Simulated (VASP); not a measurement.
A run of VASP 6.6.1 is set up as follows.

The input INCAR:

```
PREC = Accurate ; ENCUT = 520
EDIFF = 1E-8 ; ISMEAR = 0
SIGMA = 0.01 ; LREAL = F
LASPH = T ; NELM = 80
ALGO = Normal ; ISIF = 2
LWAVE = F ; LCHARG = T
GGA = PS ; IBRION = 8
NSW = 1 ; LEPSILON = T
```

KPOINTS

```
Automatic mesh
0
Gamma
  8 8 8
```

Contents of POSCAR:

```
CdC2
1.0
   -1.7772909251      1.7772909251      2.7644528323
    1.7772909251     -1.7772909251      2.7644528323
    1.7772909251      1.7772909251     -2.7644528323
Cd C
1 2
Direct
    0.0000000000      0.0000000000      0.0000000000
    0.6128279673      0.6128279673      0.0000000000
    0.3871720327      0.3871720327      0.0000000000
```

Potentials or basis: VASP PAW PBE potentials, release 64 (Cd, C).

Run with:

```bash
$ cat potpaw_PBE.64/Cd/POTCAR potpaw_PBE.64/C/POTCAR > POTCAR
$ mpirun -np 1 vasp_std > vasp.out
```

Q: Estimate the electronic dielectric tensor (diagonal).

A: 5.82, 5.82, 7.07.

Q: What does it give for the Born charges (mean of the diagonal)?

A: Cd +2.44; C -1.22 e.

Q: Estimate the highest phonon frequency at Γ, LO-TO splitting left out.

A: 1982 cm⁻¹.

Born effective charge tensors (e):
atom 1, Cd
```
2.68 0.00 0.00
0.00 2.68 0.00
0.00 0.00 1.96
```
atom 2, C
```
-1.34  0.00  0.00
 0.00 -1.34  0.00
 0.00  0.00 -0.98
```
atom 3, C
```
-1.34  0.00  0.00
 0.00 -1.34  0.00
 0.00  0.00 -0.98
```

Caveat: the cell wasn't relaxed at this level first, which shifts response properties.
